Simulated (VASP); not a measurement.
# PtSe (F-43m) in VASP: settings compared

Aim: see how the results for PtSe move with the level of theory and the settings. Levels: r2SCAN+U, r2SCAN, PBEsol-based global hybrid with 25 % exact exchange, PBEsol-based screened hybrid with 25 % exact exchange, HSE06. Tasks: single point.

All numbers are computed with VASP 6.6.1; they aren't measurements. Logs are shortened: lines on timing, memory, paths and dates and some standing lists are left out, and cuts for length are marked.

## Step 1: The cell of the first run

It takes space group F-43m (No. 216, cubic). Conventional cell: a = 6.075 Å, b = 6.075 Å, c = 6.075 Å, α = 90.00°, β = 90.00°, γ = 90.00°. Pt (site symmetry -43m) has 4 Se at 2.63 Å within 3.5 Å. Within 3.5 Å of Se (site symmetry -43m) lie 4 Pt at 2.63 Å.

## Step 2: Single point, r2SCAN+U

The input, POSCAR:

```
PtSe
1.0
    0.0000000000      3.0374472300      3.0374472300
    3.0374472300      0.0000000000      3.0374472300
    3.0374472300      3.0374472300      0.0000000000
Pt Se
1 1
Direct
    0.0000000000      0.0000000000      0.0000000000
    0.2500000000      0.2500000000      0.2500000000
```

The input, INCAR.step1:

```
PREC = Accurate
ENCUT = 520
ISMEAR = -1
SIGMA = 0.05
LREAL = F
LASPH = T
NELM = 150
LMAXMIX = 4
LDAU = T
LDAUTYPE = 2
LDAUL = 2 -1
LDAUU = 8 0
LDAUJ = 0 0
NBANDS = 15
GGA = PE
ALGO = Normal
EDIFF = 1E-4
LWAVE = T
LCHARG = F
```

The input, INCAR.step2:

```
PREC = Accurate
ENCUT = 520
EDIFF = 1E-7
ISMEAR = -1
SIGMA = 0.05
LREAL = F
LASPH = T
NELM = 150
ALGO = Normal
ISIF = 2
LWAVE = F
LCHARG = T
LMAXMIX = 4
LDAU = T
LDAUTYPE = 2
LDAUL = 2 -1
LDAUU = 8 0
LDAUJ = 0 0
LDAUPRINT = 1
METAGGA = R2SCAN
LMIXTAU = T
LELF = T
LVHAR = T
NBANDS = 15
ISTART = 1
```

The input, KPOINTS:

```
Automatic mesh
0
Gamma
  8 8 8
```

Potentials or basis: VASP PAW PBE potentials, release 64 (Pt, Se).

The run is started by

```
cat potpaw_PBE.64/Pt/POTCAR potpaw_PBE.64/Se/POTCAR > POTCAR
cp INCAR.step1 INCAR
mpirun -np 1 vasp_std > vasp.out
cp INCAR.step2 INCAR
mpirun -np 1 vasp_std > vasp.out
```

OUTCAR:

```text
PREC = Accurate
   ENCUT = 520
   EDIFF = 1E-7
   ISMEAR = -1
   LREAL = F
   LASPH = T
   NELM = 150
   ISIF = 2
   METAGGA = R2SCAN
   ISTART = 1

 ion  position               nearest neighbor table
   1  0.000  0.000  0.000-   2 2.63   2 2.63   2 2.63   2 2.63
   2  0.250  0.250  0.250-   1 2.63   1 2.63   1 2.63   1 2.63

  LATTYP: Found a face centered cubic cell.
 ALAT       =     6.0748944600

  Lattice vectors:

 A1 = (   0.0000000000,   3.0374472300,   3.0374472300)
 A2 = (   3.0374472300,   0.0000000000,   3.0374472300)
 A3 = (   3.0374472300,   3.0374472300,   0.0000000000)

Analysis of symmetry for initial positions (statically):
=====================================================================
 Subroutine PRICEL returns:
 Original cell was already a primitive cell.

 Routine SETGRP: Setting up the symmetry group for a
 face centered cubic supercell.

 Subroutine GETGRP returns: Found 24 space group operations
 (whereof 24 operations were pure point group operations)
 out of a pool of 48 trial point group operations.

The static configuration has the point symmetry T_d .

Analysis of symmetry for dynamics (positions and initial velocities):
=====================================================================
 Subroutine PRICEL returns:
 Original cell was already a primitive cell.

 Routine SETGRP: Setting up the symmetry group for a
 face centered cubic supercell.

 Subroutine GETGRP returns: Found 24 space group operations
 (whereof 24 operations were pure point group operations)
 out of a pool of 48 trial point group operations.

The dynamic configuration has the point symmetry T_d .

 Subroutine INISYM returns: Found 24 space group operations
 (whereof 24 operations are pure point group operations),
 and found     1 'primitive' translations

----------------------------------------------------------------------------------------

                                     Primitive cell

  volume of cell :      56.0475

  direct lattice vectors                    reciprocal lattice vectors
[... 151 lines left out ...]
  o =  0.8595  v =  0.0000  0.0000  0.0000  0.0000  0.0000  1.0000  0.0000  0.0000  0.0000  0.0000      0.0000  0.0000  0.0000  0.0000  0.0000  0.0000  0.0000  0.0000  0.0000  0.0000
  o =  0.8595  v =  0.0000 -0.1100  0.0000  0.9939  0.0000  0.0000  0.0000  0.0000  0.0000  0.0000      0.0000  0.0000  0.0000  0.0000  0.0000  0.0000  0.0000  0.0000  0.0000  0.0000
  o =  0.8595  v =  0.0000  0.0000  0.0000  0.0000  0.0000  0.0000 -0.1100  0.0000  0.9939  0.0000      0.0000  0.0000  0.0000  0.0000  0.0000  0.0000  0.0000  0.0000  0.0000  0.0000
  o =  0.8595  v =  0.0000 -0.9939  0.0000 -0.1100  0.0000  0.0000  0.0000  0.0000  0.0000  0.0000      0.0000  0.0000  0.0000  0.0000  0.0000  0.0000  0.0000  0.0000  0.0000  0.0000
  o =  0.8595  v =  0.0000  0.0000  0.0000  0.0000  0.0000  0.0000 -0.9939  0.0000 -0.1100  0.0000      0.0000  0.0000  0.0000  0.0000  0.0000  0.0000  0.0000  0.0000  0.0000  0.0000
  o =  0.9484  v =  0.0000  0.0000  0.0000  0.0000  0.0000  0.0000  0.0000  0.5363 -0.0000  0.8440      0.0000  0.0000  0.0000  0.0000  0.0000  0.0000  0.0000  0.0000  0.0000  0.0000
  o =  0.9484  v =  0.0000  0.0000  0.5363 -0.0000  0.8440  0.0000  0.0000  0.0000  0.0000  0.0000      0.0000  0.0000  0.0000  0.0000  0.0000  0.0000  0.0000  0.0000  0.0000  0.0000
  o =  0.9484  v =  0.0000  0.0000  0.0000  0.0000  0.0000  0.0000  0.0000  0.8440 -0.0000 -0.5363      0.0000  0.0000  0.0000  0.0000  0.0000  0.0000  0.0000  0.0000  0.0000  0.0000
  o =  0.9484  v =  0.0000  0.0000  0.8440 -0.0000 -0.5363  0.0000  0.0000  0.0000  0.0000  0.0000      0.0000  0.0000  0.0000  0.0000  0.0000  0.0000  0.0000  0.0000  0.0000  0.0000

 number of electron      16.0000002 magnetization

 Free energy of the ion-electron system (eV)
  ---------------------------------------------------
  ext. energy  EPLUGINS =         0.00000000
  ---------------------------------------------------
  free energy    TOTEN  =       -60.13113508 eV

  energy without entropy =      -60.11088740  energy(sigma->0) =      -60.12101124

 E-fermi :   1.9509     XC(G=0):  -9.5863

 val. band max:        1.9504613676   @ k =   0.3750   0.2500   0.1250
 cond. band min:       1.9754328075   @ k =  -0.3750   0.1250   0.0000
 fundamental gap:      0.0249714398
 Fermi energy:         1.9508828154

 k-point     1 :       0.0000    0.0000    0.0000
  band No.  band energies     occupation
      1     -11.6660      2.00000
      2      -2.9322      2.00000
      3      -2.9322      2.00000
      4      -2.9322      2.00000
      5      -1.7412      2.00000
      6      -1.7412      2.00000
      7       3.6034      0.00000
      8       3.6556      0.00000
      9       3.6556      0.00000
     10       3.6556      0.00000
     11       9.9666      0.00000
     12       9.9666      0.00000
     13       9.9666      0.00000
     14      13.2334      0.00000
[... 401 lines left out ...]
      2      -2.8011      2.00000
      3      -2.5923      2.00000
      4      -2.0759      2.00000
      5      -1.5408      2.00000
      6      -1.3637      2.00000
      7      -0.4946      2.00000
      8       1.3512      1.99999
      9       2.0351      0.31315
     10       7.0013      0.00000
     11       9.2095      0.00000
     12      10.2292      0.00000
     13      11.6377      0.00000
     14      13.7101      0.00000
     15      15.0455      0.00000

 [... further k-points ...]

------------------------ aborting loop because EDIFF is reached ----------------------------------------

  FORCE on cell =-STRESS in cart. coord.  units (eV):
  Direction    XX          YY          ZZ          XY          YZ          ZX
  --------------------------------------------------------------------------------------
  -------------------------------------------------------------------------------------
  Total       -5.4799208     -5.4799208     -5.4799208     -0.0000000      0.0000000      0.0000000
  in kB     -156.6493660   -156.6493660   -156.6493660     -0.0000000      0.0000000      0.0000000
  external PRESSURE =    -156.6493660 kB  Pullay stress =       0.0000000 kB

 VOLUME and BASIS-vectors are now :
 -----------------------------------------------------------------------------
  energy-cutoff  :      520.00
  volume of cell :       56.05
      direct lattice vectors                 reciprocal lattice vectors
     0.000000000  3.037447230  3.037447230    -0.164611913  0.164611913  0.164611913
     3.037447230  0.000000000  3.037447230     0.164611913 -0.164611913  0.164611913
     3.037447230  3.037447230  0.000000000     0.164611913  0.164611913 -0.164611913

 POSITION                                       TOTAL-FORCE (eV/Angst)
 -----------------------------------------------------------------------------------
      0.00000      0.00000      0.00000        -0.000000     -0.000000     -0.000000
      1.51872      1.51872      1.51872         0.000000      0.000000      0.000000
 -----------------------------------------------------------------------------------
    total drift:                                0.000000      0.000000      0.000000

  FREE ENERGIE OF THE ION-ELECTRON SYSTEM (eV)
  ---------------------------------------------------
  free  energy   TOTEN  =       -60.1311350790 eV

  energy  without entropy=      -60.1108873988  energy(sigma->0) =      -60.12101124
```

OUTCAR.step1:

```text
PREC = Accurate
   ENCUT = 520
   ISMEAR = -1
   LREAL = F
   LASPH = T
   NELM = 150
[... 654 lines left out ...]
 -----------------------------------------------------------------------------------
      0.00000      0.00000      0.00000        -0.000000      0.000000      0.000000
      1.51872      1.51872      1.51872         0.000000     -0.000000     -0.000000
 -----------------------------------------------------------------------------------
    total drift:                               -0.000000     -0.000000     -0.000000

  FREE ENERGIE OF THE ION-ELECTRON SYSTEM (eV)
  ---------------------------------------------------
  free  energy   TOTEN  =        -4.1655418865 eV

  energy  without entropy=       -4.1452769244  energy(sigma->0) =       -4.15540941
```

Run time: 46 s. Hardware: 1 thread of Intel Xeon 6975P-C (Granite Rapids), shared host; peak memory 0.19 GiB.

What came out:

* Free energy: -60.1311 eV
* Pressure: -15.7 GPa
* Band gap on the k mesh: zero (bands 8 and 9 overlap by 2.62 eV)

Eigenvalues of the final occupation matrices:
```tsv
site	spin	trace	eigenvalues
site 1 d	1	4.48	0.86 0.86 0.86 0.95 0.95
site 1 d	2	4.48	0.86 0.86 0.86 0.95 0.95
```

Caveat: the cell stands under tension; the PAW data sets were made with another functional, which shifts forces and pressure a little; spin-orbit coupling is left out, which moves the levels of the heavy elements; U without spin polarisation on a metal has little footing.

## Step 3: Single point, r2SCAN, non-collinear spin, zero start, spin-orbit coupling

POSCAR is that of step 2.

The input, INCAR.step1:

```
SYSTEM = PtSe
ALGO = Normal ; EDIFF = 1E-4
ENCUT = 520 ; GGA = PE
GGA_COMPAT = .False. ; ISMEAR = -1
LASPH = .True. ; LCHARG = .False.
LMAXMIX = 4 ; LREAL = .False.
LSORBIT = .True. ; LWAVE = .True.
MAGMOM = 0 0 0 0 0 0 ; NBANDS = 28
NELM = 150 ; PREC = Accurate
SIGMA = 0.05
```

The input, INCAR.step2:

```
SYSTEM = PtSe
ALGO = Normal ; EDIFF = 1E-7
ENCUT = 520 ; GGA_COMPAT = .False.
ISIF = 2 ; ISMEAR = -1
ISTART = 1 ; LASPH = .True.
LCHARG = .True. ; LMAXMIX = 4
LMIXTAU = .True. ; LORBIT = 11
LORBMOM = .True. ; LREAL = .False.
LSORBIT = .True. ; LVHAR = .True.
LWAVE = .False. ; MAGMOM = 0 0 0 0 0 0
METAGGA = R2SCAN ; NBANDS = 28
NELM = 150 ; PREC = Accurate
SIGMA = 0.05
```

The input, KPOINTS:

```
k-points
0
Gamma
  8 8 8
  0 0 0
```

Potentials or basis: VASP PAW PBE potentials, release 64 (Pt, Se).

The run is started by

```
cat potpaw_PBE.64/Pt/POTCAR potpaw_PBE.64/Se/POTCAR > POTCAR
cp INCAR.step1 INCAR
mpirun -np 1 vasp_ncl > vasp.out
cp INCAR.step2 INCAR
mpirun -np 1 vasp_ncl > vasp.out
```

OUTCAR:

```text
SYSTEM = PtSe
   EDIFF = 1E-7
   ENCUT = 520
   ISIF = 2
   ISMEAR = -1
   ISTART = 1
   LASPH = .True.
   LORBIT = 11
   LREAL = .False.
   LSORBIT = .True.
   METAGGA = R2SCAN
   NELM = 150
   PREC = Accurate

 ion  position               nearest neighbor table
   1  0.000  0.000  0.000-   2 2.63   2 2.63   2 2.63   2 2.63
   2  0.250  0.250  0.250-   1 2.63   1 2.63   1 2.63   1 2.63

  LATTYP: Found a face centered cubic cell.
 ALAT       =     6.0748944600

  Lattice vectors:

 A1 = (   0.0000000000,   3.0374472300,   3.0374472300)
 A2 = (   3.0374472300,   0.0000000000,   3.0374472300)
 A3 = (   3.0374472300,   3.0374472300,   0.0000000000)

Analysis of symmetry for initial positions (statically):
=====================================================================
 Subroutine PRICEL returns:
 Original cell was already a primitive cell.

 Routine SETGRP: Setting up the symmetry group for a
 face centered cubic supercell.

 Subroutine GETGRP returns: Found 24 space group operations
 (whereof 24 operations were pure point group operations)
 out of a pool of 48 trial point group operations.

The static configuration has the point symmetry T_d .

Analysis of symmetry for dynamics (positions and initial velocities):
=====================================================================
 Subroutine PRICEL returns:
 Original cell was already a primitive cell.

 Routine SETGRP: Setting up the symmetry group for a
 face centered cubic supercell.

 Subroutine GETGRP returns: Found 24 space group operations
 (whereof 24 operations were pure point group operations)
 out of a pool of 48 trial point group operations.

The dynamic configuration has the point symmetry T_d .

Analysis of structural, dynamic, and magnetic symmetry:
=====================================================================
 Subroutine PRICEL returns:
 Original cell was already a primitive cell.

 Routine SETGRP: Setting up the symmetry group for a
 face centered cubic supercell.

 Subroutine GETGRP returns: Found 24 space group operations
 (whereof 24 operations were pure point group operations)
 out of a pool of 48 trial point group operations.

The overall configuration has the point symmetry T_d .

 Subroutine INISYM returns: Found 24 space group operations
 (whereof 24 operations are pure point group operations),
 and found     1 'primitive' translations

----------------------------------------------------------------------------------------

                                     Primitive cell

  volume of cell :      56.0475

  direct lattice vectors                    reciprocal lattice vectors
     0.000000000  3.037447230  3.037447230    -0.164611913  0.164611913  0.164611913
     3.037447230  0.000000000  3.037447230     0.164611913 -0.164611913  0.164611913
     3.037447230  3.037447230  0.000000000     0.164611913  0.164611913 -0.164611913

  length of vectors
     4.295599068  4.295599068  4.295599068     0.285116197  0.285116197  0.285116197

  position of ions in fractional coordinates (direct lattice)
     0.000000000  0.000000000  0.000000000
     0.250000000  0.250000000  0.250000000

  ion indices of the primitive-cell ions
   primitive index   ion index
[... 882 lines left out ...]
  -------------------------------------------------------------------------------------
  Total       -4.5954651     -4.5954651     -4.5954651     -0.0000000     -0.0000000     -0.0000000
  in kB     -131.3662588   -131.3662588   -131.3662588     -0.0000000     -0.0000000     -0.0000000
  external PRESSURE =    -131.3662588 kB  Pullay stress =       0.0000000 kB

 VOLUME and BASIS-vectors are now :
 -----------------------------------------------------------------------------
  energy-cutoff  :      520.00
  volume of cell :       56.05
      direct lattice vectors                 reciprocal lattice vectors
     0.000000000  3.037447230  3.037447230    -0.164611913  0.164611913  0.164611913
     3.037447230  0.000000000  3.037447230     0.164611913 -0.164611913  0.164611913
     3.037447230  3.037447230  0.000000000     0.164611913  0.164611913 -0.164611913

 POSITION                                       TOTAL-FORCE (eV/Angst)
 -----------------------------------------------------------------------------------
      0.00000      0.00000      0.00000        -0.000000     -0.000000     -0.000000
      1.51872      1.51872      1.51872         0.000000      0.000000      0.000000
 -----------------------------------------------------------------------------------
    total drift:                               -0.000000     -0.000000     -0.000000

  FREE ENERGIE OF THE ION-ELECTRON SYSTEM (eV)
  ---------------------------------------------------
  free  energy   TOTEN  =       -65.5748150018 eV

  energy  without entropy=      -65.5538396617  energy(sigma->0) =      -65.56432733

 orbital moment (x)

 # of ion     p       d       tot
 ----------------------------------------
  1        -0.000  -0.000  -0.000
  2         0.000  -0.000  -0.000
 ----------------------------------------
           -0.000  -0.000  -0.000

 orbital moment (y)

 # of ion     p       d       tot
 ----------------------------------------
  1         0.000   0.000   0.000
  2        -0.000  -0.000  -0.000
 ----------------------------------------
           -0.000   0.000   0.000

 orbital moment (z)

 # of ion     p       d       tot
 ----------------------------------------
  1         0.000   0.000   0.000
  2         0.000   0.000   0.000
 ----------------------------------------
            0.000   0.000   0.000

 Spin-Orbit-Coupling matrix elements

 Ion:    1  E_soc:     -0.7271785
 l=   1
     0.0000000    -0.0173825    -0.0173825
    -0.0173825     0.0000000    -0.0173825
    -0.0173825    -0.0173825     0.0000000
 l=   2
     0.0000000    -0.0238747     0.0000000    -0.0238747    -0.0799392
    -0.0238747     0.0000000    -0.0599544    -0.0238747    -0.0199848
     0.0000000    -0.0599544     0.0000000    -0.0599544     0.0000000
    -0.0238747    -0.0238747    -0.0599544     0.0000000    -0.0199848
    -0.0799392    -0.0199848     0.0000000    -0.0199848     0.0000000
 l=   3
     0.0000000     0.0000000     0.0000000     0.0000000     0.0000000     0.0000000     0.0000000
     0.0000000     0.0000000     0.0000000     0.0000000     0.0000000     0.0000000     0.0000000
     0.0000000     0.0000000     0.0000000     0.0000000     0.0000000     0.0000000     0.0000000
     0.0000000     0.0000000     0.0000000     0.0000000     0.0000000     0.0000000     0.0000000
     0.0000000     0.0000000     0.0000000     0.0000000     0.0000000     0.0000000     0.0000000
     0.0000000     0.0000000     0.0000000     0.0000000     0.0000000     0.0000000     0.0000000
     0.0000000     0.0000000     0.0000000     0.0000000     0.0000000     0.0000000     0.0000000

 Ion:    2  E_soc:     -0.0199633
 l=   1
     0.0000000    -0.0032848    -0.0032848
    -0.0032848     0.0000000    -0.0032848
    -0.0032848    -0.0032848     0.0000000
 l=   2
     0.0000000    -0.0000234     0.0000000    -0.0000234    -0.0000190
    -0.0000234     0.0000000    -0.0000143    -0.0000234    -0.0000048
     0.0000000    -0.0000143     0.0000000    -0.0000143     0.0000000
    -0.0000234    -0.0000234    -0.0000143     0.0000000    -0.0000048
    -0.0000190    -0.0000048     0.0000000    -0.0000048     0.0000000
 l=   3
     0.0000000     0.0000000     0.0000000     0.0000000     0.0000000     0.0000000     0.0000000
     0.0000000     0.0000000     0.0000000     0.0000000     0.0000000     0.0000000     0.0000000
     0.0000000     0.0000000     0.0000000     0.0000000     0.0000000     0.0000000     0.0000000
     0.0000000     0.0000000     0.0000000     0.0000000     0.0000000     0.0000000     0.0000000
     0.0000000     0.0000000     0.0000000     0.0000000     0.0000000     0.0000000     0.0000000
     0.0000000     0.0000000     0.0000000     0.0000000     0.0000000     0.0000000     0.0000000
     0.0000000     0.0000000     0.0000000     0.0000000     0.0000000     0.0000000     0.0000000

 total charge

# of ion       s       p       d       tot
------------------------------------------
    1        0.556   0.334   8.034   8.924
    2        1.472   2.161   0.065   3.698
--------------------------------------------------
tot          2.028   2.495   8.099  12.622

 magnetization (x)

# of ion       s       p       d       tot
------------------------------------------
    1       -0.000   0.000  -0.000  -0.000
    2        0.000  -0.000   0.000  -0.000
--------------------------------------------------
tot          0.000  -0.000  -0.000  -0.000

 magnetization (y)

# of ion       s       p       d       tot
------------------------------------------
    1       -0.000   0.000   0.000  -0.000
    2        0.000   0.000  -0.000   0.000
--------------------------------------------------
tot          0.000   0.000  -0.000   0.000

 magnetization (z)

# of ion       s       p       d       tot
------------------------------------------
    1        0.000  -0.000  -0.000  -0.000
    2       -0.000  -0.000  -0.000  -0.000
--------------------------------------------------
tot         -0.000  -0.000  -0.000  -0.000
```

Run time: 5.3 min. Hardware: 1 thread of Intel Xeon 6975P-C (Granite Rapids), shared host; peak memory 0.42 GiB.

Results:

```yaml
Free_energy: -65.5748 eV
Pressure: -13.1 GPa
Net_moment: 0.00 μB per cell
Valence_electrons_inside_the_program's_atomic_spheres: Pt 8.92; Se 3.70
```

Moments on the atoms (μB; x, y, z):
```
Pt  0.00 0.00 0.00
Se  0.00 0.00 0.00
```

Caveat: the cell stands under tension; the PAW data sets were made with another functional, which shifts forces and pressure a little.

(Part 1 of 2 ends here.)
